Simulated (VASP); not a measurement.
# ZnPtC6N6 (Fm-3m) in VASP: electric field gradients with r2SCAN

Aim: the electric field gradients of ZnPtC6N6 with r2SCAN.

Everything below comes from runs of VASP 6.6.1. Logs are shortened: lines on timing, memory, paths and dates and some standing lists are left out, and cuts for length are marked.

**1. The cell of the first run**

Symmetry: Fm-3m, No. 225, cubic system. Conventional cell: a = 10.522 Å, b = 10.522 Å, c = 10.522 Å, α = 90.00°, β = 90.00°, γ = 90.00°. Within 2.8 Å of Zn (site symmetry m-3m) lie 6 N at 2.10 Å. Within 2.7 Å of Pt (site symmetry m-3m) lie 6 C at 2.00 Å. C (site symmetry 4mm) has 1 N at 1.16 Å within 1.6 Å. Within 1.6 Å of N (site symmetry 4mm) lie 1 C at 1.16 Å.

**2. Electric field gradients, r2SCAN**

Contents of POSCAR:

```
ZnPtC6N6
1.0
    0.0000000000      5.2610000000      5.2610000000
    5.2610000000      0.0000000000      5.2610000000
    5.2610000000      5.2610000000      0.0000000000
Zn Pt C N
1 1 6 6
Direct
    0.5000000000      0.5000000000      0.5000000000
    0.0000000000      0.0000000000      0.0000000000
    0.1902377818      0.1902377818      0.8097622182
    0.8097622182      0.8097622182      0.1902377818
    0.8097622182      0.1902377818      0.1902377818
    0.1902377818      0.8097622182      0.8097622182
    0.1902377818      0.8097622182      0.1902377818
    0.8097622182      0.1902377818      0.8097622182
    0.3000993168      0.3000993168      0.6999006832
    0.6999006832      0.6999006832      0.3000993168
    0.6999006832      0.3000993168      0.3000993168
    0.3000993168      0.6999006832      0.6999006832
    0.3000993168      0.6999006832      0.3000993168
    0.6999006832      0.3000993168      0.6999006832
```

Contents of INCAR.step1:

```
PREC = Accurate
ENCUT = 520
ISMEAR = -1
SIGMA = 0.05
LREAL = False
LASPH = True
NELM = 60
NBANDS = 51
GGA = PE
ALGO = Normal
EDIFF = 1E-4
LWAVE = True
LCHARG = False
```

Contents of INCAR.step2:

```
PREC = Accurate
ENCUT = 520
EDIFF = 1E-8
ISMEAR = -1
SIGMA = 0.05
LREAL = False
LASPH = True
NELM = 60
ALGO = Normal
ISIF = 2
LWAVE = False
LCHARG = False
METAGGA = R2SCAN
LMIXTAU = True
LEFG = True
NBANDS = 51
ISTART = 1
```

Contents of KPOINTS:

```
Automatic mesh
0
Gamma
  6 6 6
```

Potentials or basis: VASP PAW PBE potentials, release 64 (Zn, Pt, C, N).

Launch:

```console
$ cat potpaw_PBE.64/Zn/POTCAR potpaw_PBE.64/Pt/POTCAR potpaw_PBE.64/C/POTCAR potpaw_PBE.64/N/POTCAR > POTCAR
$ cp INCAR.step1 INCAR
$ mpirun -np 1 vasp_std > vasp.out
$ cp INCAR.step2 INCAR
$ mpirun -np 1 vasp_std > vasp.out
```

OUTCAR:

```text
PREC = Accurate
   ENCUT = 520
   EDIFF = 1E-8
   ISMEAR = -1
   LREAL = False
   LASPH = True
   NELM = 60
   ISIF = 2
   METAGGA = R2SCAN
   ISTART = 1

 ion  position               nearest neighbor table
   1  0.500  0.500  0.500-   9 2.10  10 2.10  11 2.10  12 2.10  13 2.10  14 2.10
   2  0.000  0.000  0.000-   3 2.00   4 2.00   5 2.00   6 2.00   7 2.00   8 2.00
   3  0.190  0.190  0.810-   9 1.16   2 2.00
   4  0.810  0.810  0.190-  10 1.16   2 2.00
   5  0.810  0.190  0.190-  11 1.16   2 2.00
   6  0.190  0.810  0.810-  12 1.16   2 2.00
   7  0.190  0.810  0.190-  13 1.16   2 2.00
   8  0.810  0.190  0.810-  14 1.16   2 2.00
   9  0.300  0.300  0.700-   3 1.16   1 2.10
  10  0.700  0.700  0.300-   4 1.16   1 2.10
  11  0.700  0.300  0.300-   5 1.16   1 2.10
  12  0.300  0.700  0.700-   6 1.16   1 2.10
  13  0.300  0.700  0.300-   7 1.16   1 2.10
  14  0.700  0.300  0.700-   8 1.16   1 2.10

  LATTYP: Found a face centered cubic cell.
 ALAT       =    10.5220000000

  Lattice vectors:

 A1 = (   0.0000000000,   5.2610000000,   5.2610000000)
 A2 = (   5.2610000000,   0.0000000000,   5.2610000000)
 A3 = (   5.2610000000,   5.2610000000,   0.0000000000)

Analysis of symmetry for initial positions (statically):
=====================================================================
 Subroutine PRICEL returns:
 Original cell was already a primitive cell.

 Routine SETGRP: Setting up the symmetry group for a
 face centered cubic supercell.

 Subroutine GETGRP returns: Found 48 space group operations
 (whereof 48 operations were pure point group operations)
 out of a pool of 48 trial point group operations.

The static configuration has the point symmetry O_h .

Analysis of symmetry for dynamics (positions and initial velocities):
=====================================================================
 Subroutine PRICEL returns:
 Original cell was already a primitive cell.

 Routine SETGRP: Setting up the symmetry group for a
 face centered cubic supercell.

 Subroutine GETGRP returns: Found 48 space group operations
 (whereof 48 operations were pure point group operations)
 out of a pool of 48 trial point group operations.

The dynamic configuration has the point symmetry O_h .

 Subroutine INISYM returns: Found 48 space group operations
 (whereof 48 operations are pure point group operations),
 and found     1 'primitive' translations

----------------------------------------------------------------------------------------

                                     Primitive cell

  volume of cell :     291.2292

  direct lattice vectors                    reciprocal lattice vectors
     0.000000000  5.261000000  5.261000000    -0.095038966  0.095038966  0.095038966
     5.261000000  0.000000000  5.261000000     0.095038966 -0.095038966  0.095038966
     5.261000000  5.261000000  0.000000000     0.095038966  0.095038966 -0.095038966

  length of vectors
     7.440177552  7.440177552  7.440177552     0.164612318  0.164612318  0.164612318

  position of ions in fractional coordinates (direct lattice)
     0.500000000  0.500000000  0.500000000
     0.000000000  0.000000000  0.000000000
     0.190237782  0.190237782  0.809762218
     0.809762218  0.809762218  0.190237782
     0.809762218  0.190237782  0.190237782
     0.190237782  0.809762218  0.809762218
     0.190237782  0.809762218  0.190237782
     0.809762218  0.190237782  0.809762218
     0.300099317  0.300099317  0.699900683
     0.699900683  0.699900683  0.300099317
     0.699900683  0.300099317  0.300099317
     0.300099317  0.699900683  0.699900683
     0.300099317  0.699900683  0.300099317
     0.699900683  0.300099317  0.699900683

  ion indices of the primitive-cell ions
   primitive index   ion index
                 1           1
                 2           2
                 3           3
                 4           4
[... 102 lines left out ...]
   LEPSILON=     F    determine dielectric tensor
   LRPA    =     F    only Hartree local field effects (RPA)
 non-spin polarized calculation
  energy-cutoff  :      520.00
  volume of cell :      291.23
 maximum number of plane-waves:      7880
   NGX = 27   NGY = 27   NGZ = 27

 number of electron      76.0000001 magnetization

 Free energy of the ion-electron system (eV)
  ---------------------------------------------------
  ext. energy  EPLUGINS =         0.00000000
  ---------------------------------------------------
  free energy    TOTEN  =      -170.72302369 eV

  energy without entropy =     -170.72302369  energy(sigma->0) =     -170.72302369

 E-fermi :  -2.5560     XC(G=0):  -7.1079

 val. band max:       -3.7134744560   @ k =   0.5000   0.0000   0.0000
 cond. band min:       1.6079100950   @ k =   0.5000   0.5000   0.0000
 fundamental gap:      5.3213845510
 Fermi energy:        -2.5559745001

 k-point     1 :       0.0000    0.0000    0.0000
  band No.  band energies     occupation
      1     -20.4985      2.00000
      2     -20.2662      2.00000
      3     -20.2662      2.00000
      4     -20.2662      2.00000
      5     -20.2072      2.00000
      6     -20.2072      2.00000
[... 837 lines left out ...]
     49       4.0622      0.00000
     50       4.4219      0.00000
 [bands above 50 left out]

------------------------ aborting loop because EDIFF is reached ----------------------------------------

  FORCE on cell =-STRESS in cart. coord.  units (eV):
  Direction    XX          YY          ZZ          XY          YZ          ZX
  --------------------------------------------------------------------------------------
  -------------------------------------------------------------------------------------
  Total        1.3339959      1.3339959      1.3339959      0.0000000      0.0000000     -0.0000000
  in kB        7.3388864      7.3388864      7.3388864      0.0000000      0.0000000     -0.0000000
  external PRESSURE =       7.3388864 kB  Pullay stress =       0.0000000 kB

 VOLUME and BASIS-vectors are now :
 -----------------------------------------------------------------------------
  energy-cutoff  :      520.00
  volume of cell :      291.23
      direct lattice vectors                 reciprocal lattice vectors
     0.000000000  5.261000000  5.261000000    -0.095038966  0.095038966  0.095038966
     5.261000000  0.000000000  5.261000000     0.095038966 -0.095038966  0.095038966
     5.261000000  5.261000000  0.000000000     0.095038966  0.095038966 -0.095038966

 POSITION                                       TOTAL-FORCE (eV/Angst)
 -----------------------------------------------------------------------------------
      5.26100      5.26100      5.26100        -0.000000     -0.000000     -0.000000
      0.00000      0.00000      0.00000        -0.000000     -0.000000      0.000000
      5.26100      5.26100      2.00168        -0.000000     -0.000000      0.158932
      5.26100      5.26100      8.52032        -0.000000     -0.000000     -0.158932
      2.00168      5.26100      5.26100         0.158932     -0.000000      0.000000
      8.52032      5.26100      5.26100        -0.158932     -0.000000      0.000000
      5.26100      2.00168      5.26100        -0.000000      0.158932      0.000000
      5.26100      8.52032      5.26100        -0.000000     -0.158932      0.000000
      5.26100      5.26100      3.15765        -0.000000     -0.000000     -0.176990
      5.26100      5.26100      7.36435        -0.000000     -0.000000      0.176990
      3.15765      5.26100      5.26100        -0.176990     -0.000000      0.000000
      7.36435      5.26100      5.26100         0.176990     -0.000000      0.000000
      5.26100      3.15765      5.26100        -0.000000     -0.176990      0.000000
      5.26100      7.36435      5.26100        -0.000000      0.176990      0.000000
 -----------------------------------------------------------------------------------
    total drift:                               -0.000000     -0.000000      0.000000

  FREE ENERGIE OF THE ION-ELECTRON SYSTEM (eV)
  ---------------------------------------------------
  free  energy   TOTEN  =      -170.7230236871 eV

  energy  without entropy=     -170.7230236870  energy(sigma->0) =     -170.72302369

 Electric field gradients (V/A^2)
---------------------------------------------------------------------
 ion       V_xx      V_yy      V_zz      V_xy      V_xz      V_yz
---------------------------------------------------------------------
   1      -0.000    -0.000    -0.000     0.004     0.004     0.004
   2       0.000    -0.000     0.000     0.000     0.000     0.000
   3      27.543    27.543   -55.086    -0.000     0.000     0.000
   4      27.543    27.543   -55.086    -0.000     0.000     0.000
   5     -55.086    27.543    27.543     0.000     0.000    -0.000
   6     -55.086    27.543    27.543     0.000     0.000    -0.000
   7      27.543   -55.086    27.543     0.000    -0.000     0.000
   8      27.543   -55.086    27.543     0.000    -0.000     0.000
   9      36.597    36.597   -73.194    -0.000     0.000     0.000
  10      36.597    36.597   -73.194    -0.000     0.000     0.000
  11     -73.194    36.597    36.597     0.000     0.000    -0.000
  12     -73.194    36.597    36.597     0.000     0.000    -0.000
  13      36.597   -73.194    36.597     0.000    -0.000     0.000
  14      36.597   -73.194    36.597     0.000    -0.000     0.000
---------------------------------------------------------------------

 Electric field gradients after diagonalization (V/A^2)
 (convention: |V_zz| > |V_xx| > |V_yy|)
----------------------------------------------------------------------
 ion       V_xx      V_yy      V_zz     asymmetry (V_yy - V_xx)/ V_zz
----------------------------------------------------------------------
   1      -0.004    -0.004     0.008       0.000
   2      -0.000    -0.000     0.000       0.000
   3      27.543    27.543   -55.086       0.000
   4      27.543    27.543   -55.086       0.000
   5      27.543    27.543   -55.086       0.000
   6      27.543    27.543   -55.086       0.000
   7      27.543    27.543   -55.086       0.000
   8      27.543    27.543   -55.086       0.000
   9      36.597    36.597   -73.194       0.000
  10      36.597    36.597   -73.194       0.000
  11      36.597    36.597   -73.194       0.000
  12      36.597    36.597   -73.194       0.000
  13      36.597    36.597   -73.194       0.000
  14      36.597    36.597   -73.194       0.000
----------------------------------------------------------------------

           NMR quadrupolar parameters

 Cq : quadrupolar parameter    Cq=e*Q*V_zz/h
 eta: asymmetry parameters     (V_yy - V_xx)/ V_zz
 Q  : nuclear electric quadrupole moment in mb (millibarn)
----------------------------------------------------------------------
 ion       Cq(MHz)       eta       Q (mb)
----------------------------------------------------------------------
   1       0.000       0.000       1.000
   2       0.000       0.000       1.000
   3      -0.133       0.000       1.000
   4      -0.133       0.000       1.000
   5      -0.133       0.000       1.000
   6      -0.133       0.000       1.000
   7      -0.133       0.000       1.000
   8      -0.133       0.000       1.000
   9      -0.177       0.000       1.000
  10      -0.177       0.000       1.000
  11      -0.177       0.000       1.000
  12      -0.177       0.000       1.000
  13      -0.177       0.000       1.000
  14      -0.177       0.000       1.000
----------------------------------------------------------------------
```

It took 1.6 h on 1 thread of Intel Xeon 8259CL, shared host; peak memory 0.63 GiB.

What came out:

```
Free energy                             : -170.7230 eV
Pressure                                : 0.7 GPa
Largest force                           : 0.177 eV/Å
Band gap on the k mesh                  : 5.32 eV (least direct gap 5.48 eV)
Largest electric field gradient by atom : Zn +0.0; Pt -0.0; C -55.1; N -73.2 V/Å²
```

Forces on the atoms (eV/Å):
```
Zn   0.000  0.000  0.000
Pt   0.000  0.000  0.000
C    0.000  0.000  0.159
C    0.000  0.000 -0.159
C    0.159  0.000  0.000
C   -0.159  0.000  0.000
C    0.000  0.159  0.000
C    0.000 -0.159  0.000
N    0.000  0.000 -0.177
N    0.000  0.000  0.177
N   -0.177  0.000  0.000
N    0.177  0.000  0.000
N    0.000 -0.177  0.000
N    0.000  0.177  0.000
```

Levels at points of the mesh, in eV from the valence-band top:
```csv
k point,band 36,band 37,band 38,band 39,band 40,band 41
"(0.00, 0.00, 0.00)",-0.94,-0.47,-0.47,5.63,5.63,6.69
"(0.50, 0.00, 0.00)",-0.80,0.00,0.00,5.49,5.49,6.39
"(0.50, 0.50, 0.00)",-0.55,-0.47,-0.33,5.32,5.67,6.55
```

Electric field gradients, principal values (V/Å²):
| atom | least | middle | greatest (by size) |
| --- | --- | --- | --- |
| 1 Zn | -0.004 | -0.004 | 0.008 |
| 2 Pt | 0.000 | 0.000 | 0.000 |
| 3 C | 27.543 | 27.543 | -55.086 |
| 4 C | 27.543 | 27.543 | -55.086 |
| 5 C | 27.543 | 27.543 | -55.086 |
| 6 C | 27.543 | 27.543 | -55.086 |
| 7 C | 27.543 | 27.543 | -55.086 |
| 8 C | 27.543 | 27.543 | -55.086 |
| 9 N | 36.597 | 36.597 | -73.194 |
| 10 N | 36.597 | 36.597 | -73.194 |
| 11 N | 36.597 | 36.597 | -73.194 |
| 12 N | 36.597 | 36.597 | -73.194 |
| 13 N | 36.597 | 36.597 | -73.194 |
| 14 N | 36.597 | 36.597 | -73.194 |

Caveat: without QUAD_EFG the Cq values of the log hold for a quadrupole moment of 1 mb, not for the nuclei; the PAW data sets were made with another functional, which shifts forces and pressure a little; spin-orbit coupling is left out, which moves the levels of the heavy elements. A k mesh can miss the band edges.
